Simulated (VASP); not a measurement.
# LiF (Fm-3m) in VASP: single point with LDA

Aim: the single point of LiF with LDA.

Everything below comes from runs of VASP 6.6.1. Logs are shortened: lines on timing, memory, paths and dates and some standing lists are left out, and cuts for length are marked.

### Step 1. The cell of the first run

It takes space group Fm-3m (No. 225, cubic). The conventional cell has a = 4.083 Å, b = 4.083 Å, c = 4.083 Å, α = 90.00°, β = 90.00°, γ = 90.00°. Within 2.7 Å of Li (site symmetry m-3m) lie 6 F at 2.04 Å. F (site symmetry m-3m) has 6 Li at 2.04 Å within 2.7 Å.

### Step 2. Single point, LDA

The input, INCAR:

```
SYSTEM = LiF
ALGO = Normal
EDIFF = 1E-6
ENCUT = 520
GGA = CA
ISIF = 2
ISMEAR = 0
LASPH = .True.
LCHARG = .True.
LELF = .True.
LREAL = .False.
LVHAR = .True.
LWAVE = .False.
NBANDS = 12
NELM = 80
PREC = Accurate
SIGMA = 0.02
```

The input, KPOINTS:

```
k-points
0
Gamma
  10 10 10
  0 0 0
```

The input, POSCAR:

```
LiF
1.0
    0.0000000000      2.0417135700      2.0417135700
    2.0417135700      0.0000000000      2.0417135700
    2.0417135700      2.0417135700      0.0000000000
Li F
1 1
Direct
    0.0000000000      0.0000000000      0.0000000000
    0.5000000000      0.5000000000      0.5000000000
```

Potentials or basis: VASP PAW LDA potentials, release 64 (Li_sv, F).

Launch:

```bash
$ cat potpaw_LDA.64/Li_sv/POTCAR potpaw_LDA.64/F/POTCAR > POTCAR
$ mpirun -np 1 vasp_std > vasp.out
```

OUTCAR:

```text
SYSTEM = LiF
   EDIFF = 1E-6
   ENCUT = 520
   GGA = CA
   ISIF = 2
   ISMEAR = 0
   LASPH = .True.
   LREAL = .False.
   NELM = 80
   PREC = Accurate

 ion  position               nearest neighbor table
   1  0.000  0.000  0.000-   2 2.04   2 2.04   2 2.04   2 2.04   2 2.04   2 2.04
   2  0.500  0.500  0.500-   1 2.04   1 2.04   1 2.04   1 2.04   1 2.04   1 2.04

  LATTYP: Found a face centered cubic cell.
 ALAT       =     4.0834271400

  Lattice vectors:

 A1 = (   0.0000000000,   2.0417135700,   2.0417135700)
 A2 = (   2.0417135700,   0.0000000000,   2.0417135700)
 A3 = (   2.0417135700,   2.0417135700,   0.0000000000)

Analysis of symmetry for initial positions (statically):
=====================================================================
 Subroutine PRICEL returns:
 Original cell was already a primitive cell.

 Routine SETGRP: Setting up the symmetry group for a
 face centered cubic supercell.

 Subroutine GETGRP returns: Found 48 space group operations
 (whereof 48 operations were pure point group operations)
 out of a pool of 48 trial point group operations.

The static configuration has the point symmetry O_h .

Analysis of symmetry for dynamics (positions and initial velocities):
=====================================================================
 Subroutine PRICEL returns:
 Original cell was already a primitive cell.

 Routine SETGRP: Setting up the symmetry group for a
 face centered cubic supercell.

 Subroutine GETGRP returns: Found 48 space group operations
 (whereof 48 operations were pure point group operations)
 out of a pool of 48 trial point group operations.

The dynamic configuration has the point symmetry O_h .

 Subroutine INISYM returns: Found 48 space group operations
 (whereof 48 operations are pure point group operations),
 and found     1 'primitive' translations

----------------------------------------------------------------------------------------

                                     Primitive cell

  volume of cell :      17.0222

  direct lattice vectors                    reciprocal lattice vectors
     0.000000000  2.041713570  2.041713570    -0.244892333  0.244892333  0.244892333
     2.041713570  0.000000000  2.041713570     0.244892333 -0.244892333  0.244892333
     2.041713570  2.041713570  0.000000000     0.244892333  0.244892333 -0.244892333

  length of vectors
     2.887419021  2.887419021  2.887419021     0.424165964  0.424165964  0.424165964

  position of ions in fractional coordinates (direct lattice)
     0.000000000  0.000000000  0.000000000
     0.500000000  0.500000000  0.500000000

  ion indices of the primitive-cell ions
   primitive index   ion index
                 1           1
                 2           2

----------------------------------------------------------------------------------------

 KPOINTS: k-points

Automatic generation of k-mesh.
 Grid dimensions read from file:
 generate k-points for:   10   10   10

 Generating k-lattice:

  Cartesian coordinates                     Fractional coordinates (reciprocal lattice)
    -0.024489233  0.024489233  0.024489233     0.100000000  0.000000000  0.000000000
     0.024489233 -0.024489233  0.024489233     0.000000000  0.100000000  0.000000000
     0.024489233  0.024489233 -0.024489233     0.000000000  0.000000000  0.100000000

  Length of vectors
     0.042416596  0.042416596  0.042416596

  Shift w.r.t. Gamma in fractional coordinates (k-lattice)
     0.000000000  0.000000000  0.000000000

 Subroutine IBZKPT returns following result:
 ===========================================

 Found     47 irreducible k-points:

 Following reciprocal coordinates:
            Coordinates               Weight
  0.000000  0.000000  0.000000      1.000000
  0.100000  0.000000  0.000000      8.000000
  0.200000  0.000000  0.000000      8.000000
  0.300000  0.000000  0.000000      8.000000
  0.400000  0.000000  0.000000      8.000000
  0.500000  0.000000  0.000000      4.000000
[... 16 lines left out ...]
  0.300000  0.300000  0.000000      6.000000
  0.400000  0.300000  0.000000     24.000000
 [... further k-points ...]
   k-points           NKPTS =     47   k-points in BZ     NKDIM =     47   number of bands    NBANDS=     12
   number of dos      NEDOS =    301   number of ions     NIONS =      2
   total plane-waves  NPLWV =  13824
   dimension x,y,z NGX =    24 NGY =   24 NGZ =   24
   dimension x,y,z NGXF=    48 NGYF=   48 NGZF=   48
   ions per type =               1   1
   NGX,Y,Z   is equivalent  to a cutoff of  13.82, 13.82, 13.82 a.u.
   NGXF,Y,Z  is equivalent  to a cutoff of  27.64, 27.64, 27.64 a.u.
 SYSTEM =  LiF
   PREC   = accura    normal or accurate (medium, high low for compatibility)
   ISTART =      0    job   : 0-new  1-cont  2-samecut
   ICHARG =      2    charge: 1-file 2-atom 10-const
   ISPIN  =      1    spin polarized calculation?
   LNONCOLLINEAR =      F non collinear calculations
   LSORBIT =      F    spin-orbit coupling
   LASPH  =      T    aspherical Exc in radial PAW
   ENCUT  =  520.0 eV  38.22 Ry    6.18 a.u.   5.37  5.37  5.37*2*pi/ulx,y,z
   NELM   =     80;   NELMIN=  2; NELMDL= -5     # of ELM steps
   EDIFF  = 0.1E-05   stopping-criterion for ELM
   LREAL  =      F    real-space projection
   EDIFFG = 0.1E-04   stopping-criterion for IOM
   NSW    =      0    number of steps for IOM
   IBRION =     -1    ionic relax: 0-MD 1-quasi-New 2-CG
   NFREE  =      0    steps in history (QN), initial steepest desc. (CG)
   ISIF   =      2    stress and relaxation
   ISYM   =      2    0-nonsym 1-usesym 2-fastsym
   POTIM  = 0.5000    time-step for ionic-motion
   TEBEG  =    0.0;   TEEND  =   0.0 temperature during run
   PSTRESS=    0.0 pullay stress
   NELECT =      10.0000    total number of electrons
   NUPDOWN=      -1.0000    fix difference up-down
   EMIN   =  10.00;   EMAX   =-10.00  energy-range for DOS
   EFERMI =   0.00;   METHOD = LEGACY
   ISMEAR =     0;   SIGMA  =   0.02  broadening in eV -4-tet -1-fermi 0-gaus
   EFERMI_NEDOS =   21; number of points for ismear=-14 and -15
   IALGO  =     38    algorithm
   IMIX   =      4    mixing-type and parameters
     AMIX     =   0.40;   BMIX     =  1.00
     AMIX_MAG =   1.60;   BMIX_MAG =  1.00
  volume/ion in A,a.u.               =       8.51        57.44
  Fermi-wavevector in a.u.,A,eV,Ry     =   1.371103  2.591009 25.577904  1.879923
  Thomas-Fermi vector in A             =   2.496830
   LORBIT       =      0    0 simple, 1 ext, 2 COOP (PROOUT), +10 PAW based schemes
   GGA     = CA    functional components
   LHFCALC =     F    Hartree Fock is set to
   AEXX    =    0.0000 exact exchange contribution
   IVDW    =     0    specifies the selected vdW correction
   LEPSILON=     F    determine dielectric tensor
   LRPA    =     F    only Hartree local field effects (RPA)
 non-spin polarized calculation
 Gauss-broadening in eV      SIGMA  =   0.02
  energy-cutoff  :      520.00
  volume of cell :       17.02
 maximum number of plane-waves:       471
 NGX is ok and might be reduce to    24
   NGX = 11   NGY = 11   NGZ = 11

 number of electron      10.0000000 magnetization

 number of electron       9.9999994 magnetization

 Free energy of the ion-electron system (eV)
  ---------------------------------------------------
  ext. energy  EPLUGINS =         0.00000000
  ---------------------------------------------------
  free energy    TOTEN  =       -10.44030709 eV

  energy without entropy =      -10.44030709  energy(sigma->0) =      -10.44030709

 E-fermi :  -1.4045     XC(G=0): -10.4667

 val. band max:       -1.5439801042   @ k =   0.0000   0.0000   0.0000
 cond. band min:       6.9313669244   @ k =   0.0000   0.0000   0.0000
 fundamental gap:      8.4753470286
 Fermi energy:        -1.4044777144

 k-point     1 :       0.0000    0.0000    0.0000
  band No.  band energies     occupation
      1     -41.3835      2.00000
      2     -21.0019      2.00000
      3      -1.5440      2.00000
      4      -1.5440      2.00000
      5      -1.5440      2.00000
      6       6.9314      0.00000
      7      21.3926      0.00000
      8      21.3926      0.00000
      9      21.3926      0.00000
     10      21.9631      0.00000
     11      21.9631      0.00000
     12      21.9631      0.00000

 k-point     2 :       0.1000    0.0000    0.0000
  band No.  band energies     occupation
      1     -41.3781      2.00000
      2     -20.9647      2.00000
      3      -1.8273      2.00000
      4      -1.5660      2.00000
      5      -1.5660      2.00000
      6       7.2193      0.00000
      7      18.8955      0.00000
      8      20.2392      0.00000
      9      20.2392      0.00000
     10      22.8864      0.00000
     11      22.9380      0.00000
     12      22.9380      0.00000

 k-point     3 :       0.2000    0.0000    0.0000
  band No.  band energies     occupation
      1     -41.3636      2.00000
      2     -20.8638      2.00000
      3      -2.5028      2.00000
      4      -1.6223      2.00000
      5      -1.6223      2.00000
      6       7.8596      0.00000
      7      16.4790      0.00000
      8      18.7998      0.00000
      9      18.7998      0.00000
     10      23.8194      0.00000
     11      24.2654      0.00000
     12      24.2654      0.00000
[... 286 lines left out ...]
 k-point    23 :       0.3000    0.3000    0.0000
  band No.  band energies     occupation
      1     -41.3349      2.00000
      2     -20.5982      2.00000
      3      -3.4088      2.00000
      4      -2.1880      2.00000
      5      -2.1880      2.00000
      6      10.0265      0.00000
      7      15.7147      0.00000
      8      16.6747      0.00000
      9      17.9530      0.00000
     10      17.9530      0.00000
     11      31.6646      0.00000
     12      32.0131      0.00000

 k-point    24 :       0.4000    0.3000    0.0000
  band No.  band energies     occupation
      1     -41.3241      2.00000
      2     -20.4918      2.00000
      3      -3.8128      2.00000
      4      -2.3930      2.00000
      5      -2.2833      2.00000
      6      10.8267      0.00000
      7      14.5516      0.00000
      8      16.1766      0.00000
      9      17.7050      0.00000
     10      18.7783      0.00000
     11      31.1487      0.00000
     12      32.2602      0.00000

 [... further k-points ...]

------------------------ aborting loop because EDIFF is reached ----------------------------------------

  FORCE on cell =-STRESS in cart. coord.  units (eV):
  Direction    XX          YY          ZZ          XY          YZ          ZX
  --------------------------------------------------------------------------------------
  -------------------------------------------------------------------------------------
  Total       -0.9391218     -0.9391218     -0.9391218      0.0000000      0.0000000     -0.0000000
  in kB      -88.3930411    -88.3930411    -88.3930411      0.0000000      0.0000000     -0.0000000
  external PRESSURE =     -88.3930411 kB  Pullay stress =       0.0000000 kB

 VOLUME and BASIS-vectors are now :
 -----------------------------------------------------------------------------
  energy-cutoff  :      520.00
  volume of cell :       17.02
      direct lattice vectors                 reciprocal lattice vectors
     0.000000000  2.041713570  2.041713570    -0.244892333  0.244892333  0.244892333
     2.041713570  0.000000000  2.041713570     0.244892333 -0.244892333  0.244892333
     2.041713570  2.041713570  0.000000000     0.244892333  0.244892333 -0.244892333

 POSITION                                       TOTAL-FORCE (eV/Angst)
 -----------------------------------------------------------------------------------
      0.00000      0.00000      0.00000         0.000000      0.000000     -0.000000
      2.04171      2.04171      2.04171        -0.000000     -0.000000      0.000000
 -----------------------------------------------------------------------------------
    total drift:                               -0.000000     -0.000000      0.000000

  FREE ENERGIE OF THE ION-ELECTRON SYSTEM (eV)
  ---------------------------------------------------
  free  energy   TOTEN  =       -10.4403070874 eV

  energy  without entropy=      -10.4403070874  energy(sigma->0) =      -10.44030709
```

It took 22 s on 1 thread of AMD EPYC 7R13, shared host; peak memory 0.09 GiB.

What came out:

- Free energy: -10.4403 eV
- Band gap on the k mesh: 8.48 eV

Levels at points of the mesh, in eV from the valence-band top:
```
           k point  band 2  band 3  band 4  band 5  band 6  band 7  band 8  band 9
(0.00, 0.00, 0.00)  -19.46    0.00    0.00    0.00    8.48   22.94   22.94   22.94
(0.50, 0.00, 0.00)  -19.04   -2.46   -0.22   -0.22   10.16   15.90   18.10   18.10
(0.50, 0.50, 0.00)  -18.78   -2.94   -0.97   -0.97   14.04   15.84   16.64   19.29
```

Caveat: the cutoff is under 1.25 times the usual one of these potentials, so pressure, stress and relaxed cells hold a basis-set (Pulay) error. A k mesh can miss the band edges.
